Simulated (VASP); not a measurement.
# S (Fm-3m) in VASP: a series of runs

The runs below take S through single point, with PBE.

Program: VASP 6.6.1. These are calculated values, not measurements. Logs are shortened: lines on timing, memory, paths and dates and some standing lists are left out, and cuts for length are marked.

### 1 The cell of the first run

Symmetry: Fm-3m, No. 225, cubic system. Conventional cell: a = 3.922 Å, b = 3.922 Å, c = 3.922 Å, α = 90.00°, β = 90.00°, γ = 90.00°. Within 3.7 Å of S (site symmetry m-3m) lie 12 S at 2.77 Å.

### 2 Single point, PBE (volume scaled by 0.95)

INCAR

```
ALGO = Normal
EDIFF = 1E-6
ENCUT = 520
GGA = PE
ISIF = 2
ISMEAR = -1
LASPH = True
LCHARG = False
LREAL = False
LWAVE = False
NBANDS = 9
NELM = 100
PREC = Accurate
SIGMA = 0.08
```

KPOINTS

```
k-points
0
Gamma
  16 16 16
```

POSCAR

```
S
1.0
    0.0000000000      1.9610829524      1.9610829524
    1.9610829524      0.0000000000      1.9610829524
    1.9610829524      1.9610829524      0.0000000000
S
1
Direct
    0.0000000000      0.0000000000      0.0000000000
```

Potentials or basis: VASP PAW PBE potentials, release 64 (S).

On the command line:

```sh
$ cat potpaw_PBE.64/S/POTCAR > POTCAR
$ mpirun -np 1 vasp_std > vasp.out
```

OUTCAR:

```text
EDIFF = 1E-6
   ENCUT = 520
   GGA = PE
   ISIF = 2
   ISMEAR = -1
   LASPH = True
   LREAL = False
   NELM = 100
   PREC = Accurate

 ion  position               nearest neighbor table
   1  0.000  0.000  0.000-

  LATTYP: Found a face centered cubic cell.
 ALAT       =     3.9221659048

  Lattice vectors:

 A1 = (   0.0000000000,   1.9610829524,   1.9610829524)
 A2 = (   1.9610829524,   0.0000000000,   1.9610829524)
 A3 = (   1.9610829524,   1.9610829524,   0.0000000000)

Analysis of symmetry for initial positions (statically):
=====================================================================
 Subroutine PRICEL returns:
 Original cell was already a primitive cell.

 Routine SETGRP: Setting up the symmetry group for a
 face centered cubic supercell.

 Subroutine GETGRP returns: Found 48 space group operations
 (whereof 48 operations were pure point group operations)
 out of a pool of 48 trial point group operations.

The static configuration has the point symmetry O_h .

Analysis of symmetry for dynamics (positions and initial velocities):
=====================================================================
 Subroutine PRICEL returns:
 Original cell was already a primitive cell.

 Routine SETGRP: Setting up the symmetry group for a
 face centered cubic supercell.

 Subroutine GETGRP returns: Found 48 space group operations
 (whereof 48 operations were pure point group operations)
 out of a pool of 48 trial point group operations.

The dynamic configuration has the point symmetry O_h .

 Subroutine INISYM returns: Found 48 space group operations
 (whereof 48 operations are pure point group operations),
 and found     1 'primitive' translations

----------------------------------------------------------------------------------------

                                     Primitive cell

  volume of cell :      15.0840

  direct lattice vectors                    reciprocal lattice vectors
     0.000000000  1.961082952  1.961082952    -0.254961168  0.254961168  0.254961168
     1.961082952  0.000000000  1.961082952     0.254961168 -0.254961168  0.254961168
     1.961082952  1.961082952  0.000000000     0.254961168  0.254961168 -0.254961168

  length of vectors
     2.773390108  2.773390108  2.773390108     0.441605697  0.441605697  0.441605697

  position of ions in fractional coordinates (direct lattice)
     0.000000000  0.000000000  0.000000000
[... 77 lines left out ...]
   LREAL  =      F    real-space projection
   EDIFFG = 0.1E-04   stopping-criterion for IOM
   NSW    =      0    number of steps for IOM
   IBRION =     -1    ionic relax: 0-MD 1-quasi-New 2-CG
   NFREE  =      0    steps in history (QN), initial steepest desc. (CG)
   ISIF   =      2    stress and relaxation
   ISYM   =      2    0-nonsym 1-usesym 2-fastsym
   POTIM  = 0.5000    time-step for ionic-motion
   TEBEG  =    0.0;   TEEND  =   0.0 temperature during run
   PSTRESS=    0.0 pullay stress
   NELECT =       6.0000    total number of electrons
   NUPDOWN=      -1.0000    fix difference up-down
   EMIN   =  10.00;   EMAX   =-10.00  energy-range for DOS
   EFERMI =   0.00;   METHOD = LEGACY
   ISMEAR =    -1;   SIGMA  =   0.08  broadening in eV -4-tet -1-fermi 0-gaus
   EFERMI_NEDOS =   21; number of points for ismear=-14 and -15
   IALGO  =     38    algorithm
   IMIX   =      4    mixing-type and parameters
     AMIX     =   0.40;   BMIX     =  1.00
     AMIX_MAG =   1.60;   BMIX_MAG =  1.00
  volume/ion in A,a.u.               =      15.08       101.79
  Fermi-wavevector in a.u.,A,eV,Ry     =   1.203980  2.275192 19.722569  1.449568
  Thomas-Fermi vector in A             =   2.339718
   LORBIT       =      0    0 simple, 1 ext, 2 COOP (PROOUT), +10 PAW based schemes
   GGA     = PE    functional components
   LHFCALC =     F    Hartree Fock is set to
   AEXX    =    0.0000 exact exchange contribution
   IVDW    =     0    specifies the selected vdW correction
   LEPSILON=     F    determine dielectric tensor
   LRPA    =     F    only Hartree local field effects (RPA)
 non-spin polarized calculation
  energy-cutoff  :      520.00
  volume of cell :       15.08
 maximum number of plane-waves:       419
 NGX is ok and might be reduce to    24
   NGX = 11   NGY = 11   NGZ = 11

 number of electron       6.0000000 magnetization

 Free energy of the ion-electron system (eV)
  ---------------------------------------------------
  ext. energy  EPLUGINS =         0.00000000
  ---------------------------------------------------
  free energy    TOTEN  =        -2.83154918 eV

  energy without entropy =       -2.81781931  energy(sigma->0) =       -2.82468425

 E-fermi :   8.1819     XC(G=0): -11.4104

 val. band max:        8.1002723166   @ k =  -0.1250   0.1250   0.0000
 cond. band min:       8.1833884167   @ k =  -0.4375   0.3125   0.0000
 fundamental gap:      0.0831161001
 Fermi energy:         8.1818520240

 k-point     1 :       0.0000    0.0000    0.0000
  band No.  band energies     occupation
      1      -9.0496      2.00000
      2      11.6243      0.00000
      3      11.6243      0.00000
      4      11.6243      0.00000
      5      20.2977      0.00000
      6      20.2977      0.00000
      7      20.2977      0.00000
      8      23.3279      0.00000
      9      25.8537      0.00000
[... 265 lines left out ...]
 k-point    24 :      -0.0625    0.0625    0.0000
  band No.  band energies     occupation
      1      -8.7908      2.00000
      2      10.4429      0.00000
      3      11.0253      0.00000
      4      11.5997      0.00000
      5      19.8725      0.00000
      6      20.5665      0.00000
      7      20.9265      0.00000
      8      24.0080      0.00000
      9      24.6980      0.00000

 [... further k-points ...]

------------------------ aborting loop because EDIFF is reached ----------------------------------------

  FORCE on cell =-STRESS in cart. coord.  units (eV):
  Direction    XX          YY          ZZ          XY          YZ          ZX
  --------------------------------------------------------------------------------------
  -------------------------------------------------------------------------------------
  Total        0.4126474      0.4126474      0.4126474      0.0000000      0.0000000      0.0000000
  in kB       43.8300339     43.8300339     43.8300339      0.0000000      0.0000000      0.0000000
  external PRESSURE =      43.8300339 kB  Pullay stress =       0.0000000 kB

 VOLUME and BASIS-vectors are now :
 -----------------------------------------------------------------------------
  energy-cutoff  :      520.00
  volume of cell :       15.08
      direct lattice vectors                 reciprocal lattice vectors
     0.000000000  1.961082952  1.961082952    -0.254961168  0.254961168  0.254961168
     1.961082952  0.000000000  1.961082952     0.254961168 -0.254961168  0.254961168
     1.961082952  1.961082952  0.000000000     0.254961168  0.254961168 -0.254961168

 POSITION                                       TOTAL-FORCE (eV/Angst)
 -----------------------------------------------------------------------------------
      0.00000      0.00000      0.00000         0.000000     -0.000000      0.000000
 -----------------------------------------------------------------------------------
    total drift:                               -0.000000     -0.000000      0.000000

  FREE ENERGIE OF THE ION-ELECTRON SYSTEM (eV)
  ---------------------------------------------------
  free  energy   TOTEN  =        -2.8315491827 eV

  energy  without entropy=       -2.8178193144  energy(sigma->0) =       -2.82468425
```

Wall time 17 s (1 thread of AMD EPYC 9R45 (Zen 5), shared host); peak memory 0.11 GiB.

What came out:

| Property | Result |
| --- | --- |
| Free energy | -2.8315 eV |
| Pressure | 4.4 GPa |
| Band gap on the k mesh | zero (band 3 reaches 11.62 eV, above the bottom of band 4 at 5.42 eV) |

Caveat: the cell differs from its parent crystal (volume scaled by 0.95).

### 3 Single point, PBE

This run uses another cell than the first one, of 15.88 Å³/atom, 1.053 times its volume.

INCAR

```
  PREC = Accurate
  ENCUT = 520
  EDIFF = 1E-7
  ISMEAR = -1
  SIGMA = 0.08
  LREAL = False
  LASPH = True
  NELM = 100
  ALGO = Normal
  ISIF = 2
  LWAVE = False
  LCHARG = False
  GGA = PE
  NBANDS = 9
```

KPOINTS

```
regular mesh
0
Gamma
  16 16 16
```

POSCAR

```
S
1.0
    0.0000000000      1.9949013733      1.9949013733
    1.9949013733      0.0000000000      1.9949013733
    1.9949013733      1.9949013733      0.0000000000
S
1
Direct
    0.0000000000      0.0000000000      0.0000000000
```

Potentials or basis: VASP PAW PBE potentials, release 64 (S).

On the command line:

```sh
$ cat potpaw_PBE.64/S/POTCAR > POTCAR
$ mpirun -np 1 vasp_std > vasp.out
```

OUTCAR:

```text
PREC = Accurate
   ENCUT = 520
   EDIFF = 1E-7
   ISMEAR = -1
   LREAL = False
   LASPH = True
   NELM = 100
   ISIF = 2
   GGA = PE

 ion  position               nearest neighbor table
   1  0.000  0.000  0.000-

  LATTYP: Found a face centered cubic cell.
 ALAT       =     3.9898027466

  Lattice vectors:

 A1 = (   0.0000000000,   1.9949013733,   1.9949013733)
 A2 = (   1.9949013733,   0.0000000000,   1.9949013733)
[... 465 lines left out ...]
      7      20.0692      0.00000
      8      22.4854      0.00000
      9      23.7394      0.00000

 [... further k-points ...]

------------------------ aborting loop because EDIFF is reached ----------------------------------------

  FORCE on cell =-STRESS in cart. coord.  units (eV):
  Direction    XX          YY          ZZ          XY          YZ          ZX
  --------------------------------------------------------------------------------------
  -------------------------------------------------------------------------------------
  Total       -0.0152086     -0.0152086     -0.0152086      0.0000000      0.0000000     -0.0000000
  in kB       -1.5346406     -1.5346406     -1.5346406      0.0000000      0.0000000     -0.0000000
  external PRESSURE =      -1.5346406 kB  Pullay stress =       0.0000000 kB

 VOLUME and BASIS-vectors are now :
 -----------------------------------------------------------------------------
  energy-cutoff  :      520.00
  volume of cell :       15.88
      direct lattice vectors                 reciprocal lattice vectors
     0.000000000  1.994901373  1.994901373    -0.250638957  0.250638957  0.250638957
     1.994901373  0.000000000  1.994901373     0.250638957 -0.250638957  0.250638957
     1.994901373  1.994901373  0.000000000     0.250638957  0.250638957 -0.250638957

 POSITION                                       TOTAL-FORCE (eV/Angst)
 -----------------------------------------------------------------------------------
      0.00000      0.00000      0.00000        -0.000000     -0.000000      0.000000
 -----------------------------------------------------------------------------------
    total drift:                                0.000000     -0.000000     -0.000000

  FREE ENERGIE OF THE ION-ELECTRON SYSTEM (eV)
  ---------------------------------------------------
  free  energy   TOTEN  =        -2.8418183491 eV

  energy  without entropy=       -2.8271109586  energy(sigma->0) =       -2.83446465
```

OSZICAR:

```text
N       E                     dE             d eps       ncg     rms          rms(c)
DAV:   1     0.771915025600E+01    0.77192E+01   -0.29625E+03  2674   0.559E+02
DAV:   2    -0.262520125358E+01   -0.10344E+02   -0.99249E+01  3931   0.770E+01
DAV:   3    -0.284396120394E+01   -0.21876E+00   -0.21648E+00  3058   0.948E+00
DAV:   4    -0.284471093749E+01   -0.74973E-03   -0.74953E-03  3639   0.589E-01
DAV:   5    -0.284471198213E+01   -0.10446E-05   -0.10451E-05  3057   0.188E-02    0.765E+00
DAV:   6    -0.284212253995E+01    0.25894E-02   -0.39022E-03  2880   0.343E-01    0.457E+00
DAV:   7    -0.284187448045E+01    0.24806E-03   -0.59727E-03  2776   0.444E-01    0.137E-01
DAV:   8    -0.284181720638E+01    0.57274E-04   -0.29972E-04  2864   0.945E-02    0.179E-02
DAV:   9    -0.284181812832E+01   -0.92194E-06   -0.23979E-06  3201   0.123E-02    0.549E-03
DAV:  10    -0.284181823197E+01   -0.10365E-06   -0.38023E-07  3123   0.465E-03    0.243E-03
DAV:  11    -0.284181835046E+01   -0.11849E-06   -0.43747E-08  1707   0.150E-03    0.461E-04
DAV:  12    -0.284181834912E+01    0.13496E-08   -0.10845E-09  1429   0.287E-04
   1 F= -.28418183E+01 E0= -.28344647E+01  d E =-.147074E-01
```

stdout:

```text
POSCAR found type information on POSCAR S
 POSCAR found :  1 types and       1 ions
 scaLAPACK will be used
 LDA part: xc-table for (Slater+PW92), standard interpolation
 POSCAR, INCAR and KPOINTS ok, starting setup
 FFT: planning ... GRIDC
 FFT: planning ... GRID_SOFT
 FFT: planning ... GRID
 WAVECAR not read
 entering main loop
```

It took 20 s on 1 thread of AMD EPYC 9R45 (Zen 5), shared host; peak memory 0.11 GiB.

Results:

| Quantity | Value |
| --- | --- |
| Free energy | -2.8418 eV |
| Pressure | -0.2 GPa |
| Band gap on the k mesh | zero (band 3 reaches 10.58 eV, above the bottom of band 4 at 4.90 eV) |

(Part 1 of 2 ends here.)
